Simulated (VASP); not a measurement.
# RbCaBr3 (P4/mmm) in VASP: further runs, part 2 of 2

VASP 6.6.1.

## Step 4: Single point, LDA (strain -0.015 along x and y, +0.000 along z)

Contents of INCAR:

```
SYSTEM = RbCaBr3
PREC = Accurate ; ENCUT = 520
EDIFF = 1E-6 ; ISMEAR = 0
SIGMA = 0.05 ; LREAL = .FALSE.
LASPH = .TRUE. ; NELM = 80
ALGO = Normal ; ISIF = 2
LWAVE = .FALSE. ; LCHARG = .TRUE.
LELF = .TRUE. ; LVHAR = .TRUE.
NBANDS = 28
```

Contents of KPOINTS:

```
Automatic mesh
0
G
  4 4 4
  0 0 0
```

Contents of POSCAR:

```
RbCaBr3
1.0
    5.6506396500      0.0000000000      0.0000000000
    0.0000000000      5.6506396500      0.0000000000
    0.0000000000      0.0000000000      5.7366900000
Rb Ca Br
1 1 3
Direct
    0.5000000000      0.5000000000      0.5000000000
    0.0000000000      0.0000000000      0.0000000000
    0.5000000000      0.0000000000      0.0000000000
    0.0000000000      0.5000000000      0.0000000000
    0.0000000000      0.0000000000      0.5000000000
```

Potentials or basis: VASP PAW LDA potentials, release 64 (Rb_sv, Ca_sv, Br).

Launch:

```bash
$ cat potpaw_LDA.64/Rb_sv/POTCAR potpaw_LDA.64/Ca_sv/POTCAR potpaw_LDA.64/Br/POTCAR > POTCAR
$ mpirun -np 1 vasp_std > vasp.out
```

OUTCAR:

```text
SYSTEM = RbCaBr3
   PREC = Accurate
   ENCUT = 520
   EDIFF = 1E-6
   ISMEAR = 0
   LREAL = .FALSE.
   LASPH = .TRUE.
   NELM = 80
   ISIF = 2

 ion  position               nearest neighbor table
   1  0.500  0.500  0.500-   5 4.00   5 4.00   5 4.00   5 4.00   4 4.03   3 4.03   4 4.03   3 4.03
                             4 4.03   3 4.03   4 4.03   3 4.03
   2  0.000  0.000  0.000-   3 2.83   4 2.83   4 2.83   3 2.83   5 2.87   5 2.87
   3  0.500  0.000  0.000-   2 2.83   2 2.83   1 4.03   1 4.03   1 4.03   1 4.03
   4  0.000  0.500  0.000-   2 2.83   2 2.83   1 4.03   1 4.03   1 4.03   1 4.03
   5  0.000  0.000  0.500-   2 2.87   2 2.87   1 4.00   1 4.00   1 4.00   1 4.00

  LATTYP: Found a simple tetragonal cell.
 ALAT       =     5.6506396500
 C/A-ratio  =     1.0152284264

  Lattice vectors:

 A1 = (   5.6506396500,   0.0000000000,   0.0000000000)
 A2 = (   0.0000000000,   5.6506396500,   0.0000000000)
 A3 = (   0.0000000000,   0.0000000000,   5.7366900000)

Analysis of symmetry for initial positions (statically):
=====================================================================
 Subroutine PRICEL returns:
 Original cell was already a primitive cell.

 Routine SETGRP: Setting up the symmetry group for a
 simple tetragonal supercell.

 Subroutine GETGRP returns: Found 16 space group operations
 (whereof 16 operations were pure point group operations)
 out of a pool of 16 trial point group operations.

The static configuration has the point symmetry D_4h.

Analysis of symmetry for dynamics (positions and initial velocities):
=====================================================================
 Subroutine PRICEL returns:
 Original cell was already a primitive cell.

 Routine SETGRP: Setting up the symmetry group for a
 simple tetragonal supercell.

 Subroutine GETGRP returns: Found 16 space group operations
 (whereof 16 operations were pure point group operations)
 out of a pool of 16 trial point group operations.

The dynamic configuration has the point symmetry D_4h.

 Subroutine INISYM returns: Found 16 space group operations
 (whereof 16 operations are pure point group operations),
 and found     1 'primitive' translations

----------------------------------------------------------------------------------------

                                     Primitive cell

  volume of cell :     183.1710

  direct lattice vectors                    reciprocal lattice vectors
     5.650639650  0.000000000  0.000000000     0.176971115  0.000000000  0.000000000
     0.000000000  5.650639650  0.000000000     0.000000000  0.176971115  0.000000000
     0.000000000  0.000000000  5.736690000     0.000000000  0.000000000  0.174316548

  length of vectors
     5.650639650  5.650639650  5.736690000     0.176971115  0.176971115  0.174316548

  position of ions in fractional coordinates (direct lattice)
     0.500000000  0.500000000  0.500000000
     0.000000000  0.000000000  0.000000000
     0.500000000  0.000000000  0.000000000
     0.000000000  0.500000000  0.000000000
     0.000000000  0.000000000  0.500000000

  ion indices of the primitive-cell ions
   primitive index   ion index
                 1           1
                 2           2
                 3           3
                 4           4
                 5           5

[... 25 lines left out ...]

 Following reciprocal coordinates:
            Coordinates               Weight
  0.000000  0.000000  0.000000      1.000000
  0.250000  0.000000  0.000000      4.000000
  0.500000  0.000000  0.000000      2.000000
  0.250000  0.250000  0.000000      4.000000
  0.500000  0.250000  0.000000      4.000000
  0.500000  0.500000  0.000000      1.000000
[... 10 lines left out ...]
  0.500000  0.250000  0.500000      4.000000
  0.500000  0.500000  0.500000      1.000000
   k-points           NKPTS =     18   k-points in BZ     NKDIM =     18   number of bands    NBANDS=     28
   number of dos      NEDOS =    301   number of ions     NIONS =      5
   total plane-waves  NPLWV =  84672
   dimension x,y,z NGX =    42 NGY =   42 NGZ =   48
   dimension x,y,z NGXF=    84 NGYF=   84 NGZF=   96
   ions per type =               1   1   3
   NGX,Y,Z   is equivalent  to a cutoff of  12.36, 12.36, 13.91 a.u.
   NGXF,Y,Z  is equivalent  to a cutoff of  24.71, 24.71, 27.82 a.u.
 SYSTEM =  RbCaBr3
   PREC   = accura    normal or accurate (medium, high low for compatibility)
   ISTART =      0    job   : 0-new  1-cont  2-samecut
   ICHARG =      2    charge: 1-file 2-atom 10-const
   ISPIN  =      1    spin polarized calculation?
   LNONCOLLINEAR =      F non collinear calculations
   LSORBIT =      F    spin-orbit coupling
   LASPH  =      T    aspherical Exc in radial PAW
   ENCUT  =  520.0 eV  38.22 Ry    6.18 a.u.  10.51 10.51 10.67*2*pi/ulx,y,z
   NELM   =     80;   NELMIN=  2; NELMDL= -5     # of ELM steps
   EDIFF  = 0.1E-05   stopping-criterion for ELM
   LREAL  =      F    real-space projection
   EDIFFG = 0.1E-04   stopping-criterion for IOM
   NSW    =      0    number of steps for IOM
   IBRION =     -1    ionic relax: 0-MD 1-quasi-New 2-CG
   NFREE  =      0    steps in history (QN), initial steepest desc. (CG)
   ISIF   =      2    stress and relaxation
   ISYM   =      2    0-nonsym 1-usesym 2-fastsym
   POTIM  = 0.5000    time-step for ionic-motion
   TEBEG  =    0.0;   TEEND  =   0.0 temperature during run
   PSTRESS=    0.0 pullay stress
   NELECT =      40.0000    total number of electrons
   NUPDOWN=      -1.0000    fix difference up-down
   EMIN   =  10.00;   EMAX   =-10.00  energy-range for DOS
   EFERMI =   0.00;   METHOD = LEGACY
   ISMEAR =     0;   SIGMA  =   0.05  broadening in eV -4-tet -1-fermi 0-gaus
   EFERMI_NEDOS =   21; number of points for ismear=-14 and -15
   IALGO  =     38    algorithm
   IMIX   =      4    mixing-type and parameters
     AMIX     =   0.40;   BMIX     =  1.00
     AMIX_MAG =   1.60;   BMIX_MAG =  1.00
  volume/ion in A,a.u.               =      36.63       247.22
  Fermi-wavevector in a.u.,A,eV,Ry     =   0.985846  1.862980 13.223411  0.971893
  Thomas-Fermi vector in A             =   2.117184
   LORBIT       =      0    0 simple, 1 ext, 2 COOP (PROOUT), +10 PAW based schemes
   GGA     = CA    functional components
   LHFCALC =     F    Hartree Fock is set to
   AEXX    =    0.0000 exact exchange contribution
   IVDW    =     0    specifies the selected vdW correction
   LEPSILON=     F    determine dielectric tensor
   LRPA    =     F    only Hartree local field effects (RPA)
 non-spin polarized calculation
 Gauss-broadening in eV      SIGMA  =   0.05
  energy-cutoff  :      520.00
  volume of cell :      183.17
 maximum number of plane-waves:      4966
   NGX = 21   NGY = 21   NGZ = 21

 number of electron      39.9999992 magnetization

 Free energy of the ion-electron system (eV)
  ---------------------------------------------------
  ext. energy  EPLUGINS =         0.00000000
  ---------------------------------------------------
  free energy    TOTEN  =       -19.24235022 eV

  energy without entropy =      -19.24235022  energy(sigma->0) =      -19.24235022

 E-fermi :  -0.6372     XC(G=0):  -8.0140

 val. band max:       -0.9768590294   @ k =   0.5000   0.5000   0.5000
 cond. band min:       2.7462213638   @ k =   0.0000   0.0000   0.0000
 fundamental gap:      3.7230803932
 Fermi energy:        -0.6372382779

 k-point     1 :       0.0000    0.0000    0.0000
  band No.  band energies     occupation
      1     -39.4563      2.00000
      2     -26.1438      2.00000
      3     -20.8065      2.00000
      4     -20.8065      2.00000
      5     -20.7992      2.00000
      6     -14.0997      2.00000
[... 547 lines left out ...]
     27       5.4311      0.00000
     28       7.2878      0.00000

------------------------ aborting loop because EDIFF is reached ----------------------------------------

  FORCE on cell =-STRESS in cart. coord.  units (eV):
  Direction    XX          YY          ZZ          XY          YZ          ZX
  --------------------------------------------------------------------------------------
  -------------------------------------------------------------------------------------
  Total       -1.9765275     -1.9765275     -2.5684817      0.0000000     -0.0000000      0.0000000
  in kB      -17.2884812    -17.2884812    -22.4662430      0.0000000     -0.0000000      0.0000000
  external PRESSURE =     -19.0144018 kB  Pullay stress =       0.0000000 kB

 VOLUME and BASIS-vectors are now :
 -----------------------------------------------------------------------------
  energy-cutoff  :      520.00
  volume of cell :      183.17
      direct lattice vectors                 reciprocal lattice vectors
     5.650639650  0.000000000  0.000000000     0.176971115  0.000000000  0.000000000
     0.000000000  5.650639650  0.000000000     0.000000000  0.176971115  0.000000000
     0.000000000  0.000000000  5.736690000     0.000000000  0.000000000  0.174316548

 POSITION                                       TOTAL-FORCE (eV/Angst)
 -----------------------------------------------------------------------------------
      2.82532      2.82532      2.86835         0.000000      0.000000      0.000000
      0.00000      0.00000      0.00000         0.000000      0.000000      0.000000
      2.82532      0.00000      0.00000         0.000000      0.000000      0.000000
      0.00000      2.82532      0.00000         0.000000      0.000000      0.000000
      0.00000      0.00000      2.86835         0.000000      0.000000      0.000000
 -----------------------------------------------------------------------------------
    total drift:                                0.000000      0.000000     -0.000000

  FREE ENERGIE OF THE ION-ELECTRON SYSTEM (eV)
  ---------------------------------------------------
  free  energy   TOTEN  =       -19.2423502242 eV

  energy  without entropy=      -19.2423502242  energy(sigma->0) =      -19.24235022
```

OSZICAR:

```text
N       E                     dE             d eps       ncg     rms          rms(c)
DAV:   1     0.303047926297E+03    0.30305E+03   -0.17481E+04  1008   0.124E+03
DAV:   2     0.502068737443E+01   -0.29803E+03   -0.29182E+03  1284   0.270E+02
DAV:   3    -0.188195923064E+02   -0.23840E+02   -0.23769E+02  1372   0.760E+01
DAV:   4    -0.196564840126E+02   -0.83689E+00   -0.83498E+00  1748   0.124E+01
DAV:   5    -0.196798285781E+02   -0.23345E-01   -0.23343E-01  1368   0.160E+00    0.458E+00
DAV:   6    -0.193542662327E+02    0.32556E+00   -0.48643E-01  1208   0.255E+00    0.279E+00
DAV:   7    -0.192522003486E+02    0.10207E+00   -0.30273E-01  1328   0.220E+00    0.840E-01
DAV:   8    -0.192429555509E+02    0.92448E-02   -0.30810E-02  1500   0.794E-01    0.166E-01
DAV:   9    -0.192425010520E+02    0.45450E-03   -0.13112E-03  1404   0.226E-01    0.765E-02
DAV:  10    -0.192423588016E+02    0.14225E-03   -0.38056E-04  1608   0.878E-02    0.271E-02
DAV:  11    -0.192423494535E+02    0.93480E-05   -0.59252E-05  1448   0.410E-02    0.880E-03
DAV:  12    -0.192423502242E+02   -0.77065E-06   -0.48753E-06  1536   0.837E-03
   1 F= -.19242350E+02 E0= -.19242350E+02  d E =-.544631E-23
```

Wall time 44 s (1 thread of Intel Xeon 6975P-C (Granite Rapids), shared host); peak memory 0.28 GiB.

What came out:

| Property | Result |
| --- | --- |
| Free energy | -19.2424 eV |
| Pressure | -1.9 GPa |
| Band gap on the k mesh | 3.72 eV, indirect (least direct gap 4.04 eV) |

Levels at points of the mesh, in eV from the valence-band top:
| k point | band 16 | band 17 | band 18 | band 19 | band 20 | band 21 | band 22 | band 23 | band 24 | band 25 |
| --- | --- | --- | --- | --- | --- | --- | --- | --- | --- | --- |
| (0.00, 0.00, 0.00) | -0.60 | -0.60 | -0.32 | -0.31 | -0.31 | 3.72 | 4.54 | 4.54 | 4.54 | 5.77 |
| (0.50, 0.00, 0.00) | -0.99 | -0.98 | -0.78 | -0.45 | -0.45 | 4.71 | 5.41 | 5.70 | 5.71 | 5.73 |
| (0.50, 0.50, 0.00) | -1.03 | -1.03 | -0.92 | -0.92 | -0.01 | 5.76 | 5.76 | 5.78 | 6.30 | 6.53 |
| (0.00, 0.00, 0.50) | -0.93 | -0.93 | -0.78 | -0.44 | -0.44 | 4.68 | 5.48 | 5.63 | 5.63 | 5.66 |
| (0.50, 0.00, 0.50) | -1.02 | -0.98 | -0.95 | -0.95 | -0.04 | 5.68 | 5.74 | 5.88 | 6.26 | 6.55 |
| (0.50, 0.50, 0.50) | -1.49 | -1.44 | -0.03 | -0.03 | 0.00 | 5.23 | 6.03 | 6.03 | 6.03 | 6.38 |

Caveat: the cell differs from its parent crystal (strain -0.015 along x and y, +0.000 along z). A k mesh can miss the band edges.

## Step 5: Single point, LDA (strain +0.000 along x and y, -0.015 along z)

Contents of INCAR:

```
PREC     = Accurate       # precision mode
ENCUT    = 520            # plane-wave cutoff, eV
EDIFF    = 1E-6           # SCF threshold, eV
ISMEAR   = 0              # smearing method
SIGMA    = 0.05           # smearing width, eV
LREAL    = False          # projectors in reciprocal space
LASPH    = True           # aspherical terms in the spheres
NELM     = 80             # most SCF steps
ALGO     = Normal         # electronic algorithm
ISIF     = 2              # what is computed and relaxed
LWAVE    = False          # write WAVECAR
LCHARG   = False          # write CHGCAR
GGA      = CA             # functional
NBANDS   = 28             # bands
```

Contents of KPOINTS:

```
Automatic mesh
0
Gamma
  4 4 4
```

Changes to POSCAR since step 4:

```diff
@@ -2,5 +2,5 @@
 1.0
-    5.6506396500      0.0000000000      0.0000000000
-    0.0000000000      5.6506396500      0.0000000000
-    0.0000000000      0.0000000000      5.7366900000
+    5.7366900000      0.0000000000      0.0000000000
+    0.0000000000      5.7366900000      0.0000000000
+    0.0000000000      0.0000000000      5.6506396500
 Rb Ca Br
```

Launch:

```bash
$ cat potpaw_LDA.64/Rb_sv/POTCAR potpaw_LDA.64/Ca_sv/POTCAR potpaw_LDA.64/Br/POTCAR > POTCAR
$ mpirun -np 1 vasp_std > vasp.out
```

Run time: 45 s. Hardware: 1 thread of Intel Xeon 6975P-C (Granite Rapids), shared host; peak memory 0.29 GiB.

It converged, with:

| Property | Result |
| --- | --- |
| Free energy | -19.2072 eV |
| Pressure | -2.1 GPa |
| Band gap on the k mesh | 3.71 eV, indirect (least direct gap 4.01 eV) |

Stress tensor (GPa, compression positive):
```
-2.32  0.00  0.00
 0.00 -2.32  0.00
 0.00  0.00 -1.81
```

Levels at points of the mesh, in eV from the valence-band top:
| k point | band 17 | band 18 | band 19 | band 20 | band 21 | band 22 | band 23 | band 24 |
| --- | --- | --- | --- | --- | --- | --- | --- | --- |
| (0.00, 0.00, 0.00) | -0.57 | -0.31 | -0.31 | -0.30 | 3.71 | 4.56 | 4.56 | 4.56 |
| (0.50, 0.00, 0.00) | -0.90 | -0.74 | -0.43 | -0.42 | 4.70 | 5.40 | 5.62 | 5.64 |
| (0.50, 0.50, 0.00) | -0.95 | -0.93 | -0.93 | -0.04 | 5.66 | 5.66 | 5.86 | 6.21 |
| (0.00, 0.00, 0.50) | -0.97 | -0.74 | -0.44 | -0.44 | 4.72 | 5.34 | 5.71 | 5.71 |
| (0.50, 0.00, 0.50) | -0.96 | -0.89 | -0.89 | -0.01 | 5.69 | 5.75 | 5.77 | 6.25 |
| (0.50, 0.50, 0.50) | -1.40 | -0.02 | 0.00 | 0.00 | 5.23 | 6.02 | 6.02 | 6.02 |

Caveat: the cell differs from its parent crystal (strain +0.000 along x and y, -0.015 along z).

## Step 6: Overview

```tsv
cell	gap on the mesh (eV)	pressure (GPa)
a = 5.651, b = 5.651, c = 5.565 Å, 5 atoms	3.79	-1.3
a = 5.737, b = 5.737, c = 5.565 Å, 5 atoms	3.72	-1.9
a = 5.651, b = 5.651, c = 5.737 Å, 5 atoms	3.72	-1.9
a = 5.737, b = 5.737, c = 5.651 Å, 5 atoms	3.71	-2.1
```

Alike in all rows: task single point; level LDA; potentials or basis VASP PAW LDA potentials, release 64 (Rb_sv, Ca_sv, Br); no spin polarisation; k mesh 4 × 4 × 4; cutoff (eV) 520; smearing gaussian 0.05 eV.

Total energies depend on the potentials used, so only differences within one code and one set of settings carry meaning.
